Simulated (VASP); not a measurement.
Wanted: the native input for a VASP 6.6.1 run.

```yaml
Task: single point
Functional: PBE
Potentials_or_basis: VASP PAW PBE potentials, release 64 (Ga_d, As, P)
Cutoff: 400 eV
k_mesh: 2 × 3 × 3, shifted
Occupations: gaussian, width 0.02 eV
Spin: collinear spin
Starting_moments: "[0.0, 0.0, 0.0, 0.0, 0.0, 0.0, 1.0, 0.0, 0.0, 0.0, 0.0] μB"
Dipole_correction: no
Further_INCAR_settings: ALGO = Normal; EDIFF = 1e-06; NBANDS = 66
```

The structure of Ga6AsP4 (a cell with a defect) lies in POSCAR:

```
Ga6AsP4
1.0
    0.0000000000      0.0000000000      6.3938253771
   -5.8216462079     -3.3611290053      0.0000000000
    5.8216462079     -3.3611290053      0.0000000000
Ga As P
6 1 4
Direct
    0.4993750342      0.3333333333      0.3333333333
    0.4856958680      1.0000000000      0.6666666667
    0.5126296471      0.6666666667      0.0000000000
    0.9916947918      0.2881247827      0.9436764387
    0.9916947918      0.9888849893      0.3785418840
    0.9916947918      0.7229902280      0.6777816773
    0.8847186247      0.3333333333      0.3333333333
    0.8836327568      0.6666666667      0.0000000000
    0.3762713443      0.3339223621      0.9974938806
    0.3762713443      0.9969048518      0.3327443045
    0.3762713443      0.6691727860      0.6697618148
```

This cell differs from its parent crystal: atoms taken out, then relaxed in part.

One way to write it, as run:

INCAR

```
SYSTEM = Ga6AsP4
PREC = Accurate
ENCUT = 400
EDIFF = 1E-6
ISMEAR = 0
SIGMA = 0.02
LREAL = .False.
LASPH = .True.
NELM = 200
ALGO = Normal
ISIF = 2
LWAVE = .False.
LCHARG = .True.
ISPIN = 2
MAGMOM = 0 0 0 0 0 0 1 0 0 0 0
LORBIT = 11
GGA = PE
LELF = .True.
LVHAR = .True.
NBANDS = 66
GGA_COMPAT = .False.
```

KPOINTS

```
Automatic mesh
0
Gamma
  2 3 3
  0.5 0 0
```

Potentials or basis: VASP PAW PBE potentials, release 64 (Ga_d, As, P).

The run is started by

```console
$ cat potpaw_PBE.64/Ga_d/POTCAR potpaw_PBE.64/As/POTCAR potpaw_PBE.64/P/POTCAR > POTCAR
$ mpirun -np 1 vasp_std > vasp.out
```

Results of the run:

| Item | Value |
| --- | --- |
| Pressure | -2.2 GPa |
| Largest force | 0.018 eV/Å |
| Net moment | 0.33 μB per cell |
| Site moments | Ga +0.00, +0.01, +0.04 (each value once); As +0.02; P +0.01 μB |
| Valence electrons inside the program's atomic spheres | Ga 11.66, 11.63, 11.67, 11.51 (each value once); As 2.76; P 2.48, 2.51 (each value once) |

Caveat: the k points lie up to 0.49 Å⁻¹ apart; the cell differs from its parent crystal (atoms taken out, then relaxed in part).

It took 2.6 min on 1 thread of Intel(R) Xeon(R) Platinum 8375C CPU @ 2.90GHz (Ice Lake), with other jobs on the host, peak memory 0.39 GiB.
